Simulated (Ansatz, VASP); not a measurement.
# One calculation of MoRu3W, two programs

```
CELL_PARAMETERS angstrom
4.61509 0.00000 0.00000
0.00000 4.61509 0.00000
0.00000 0.00000 4.61509
ATOMIC_POSITIONS crystal
Mo 0.00000 0.00000 0.00000
Ru 0.00000 0.50000 0.50000
Ru 0.50000 0.00000 0.50000
Ru 0.50000 0.50000 0.00000
W 0.50000 0.50000 0.50000
```

Change from the starting cell: species swapped into the Ca3GeN type (Pm-3m, No. 221).

Alike in both runs: functional PBE; k mesh 8 × 8 × 8; occupations gaussian, width 0.1 eV; collinear spin.

Ansatz relaxed the structure, and its values are those at the end. VASP's run is a single point on that final structure, the one shown.

|  | VASP | Ansatz |
| --- | --- | --- |
| version | VASP 6.6.1 | Ansatz 0.2.0 |
| potentials or method | VASP PAW PBE potentials, release 64 (Mo_sv, Ru_pv, W_sv), cutoff 520 eV | scalar-relativistic, plane waves, PAW |
| valence electrons in the cell | 70 | 76 |

|  | VASP | Ansatz | Ansatz less VASP |
| --- | --- | --- | --- |
| gap on the k mesh at the Fermi level (eV) | none | none | - |
| pressure (GPa) | 0.9 | 0.0 | -0.97 |
| net moment per atom (μB) | 0.43 | 0.44 | +0.001 |
| size of the moment on the site where the two differ most (μB) | 2.58 | 2.68 | +0.102 |

Site moments also hang on the region over which each program counts them. A gap of «none» marks a metal or a gap that the smearing closes. VASP's potentials hold 70 valence electrons a cell and Ansatz's 76, so a difference there can come from the potentials and not from the codes.

Spin-orbit coupling is off throughout.
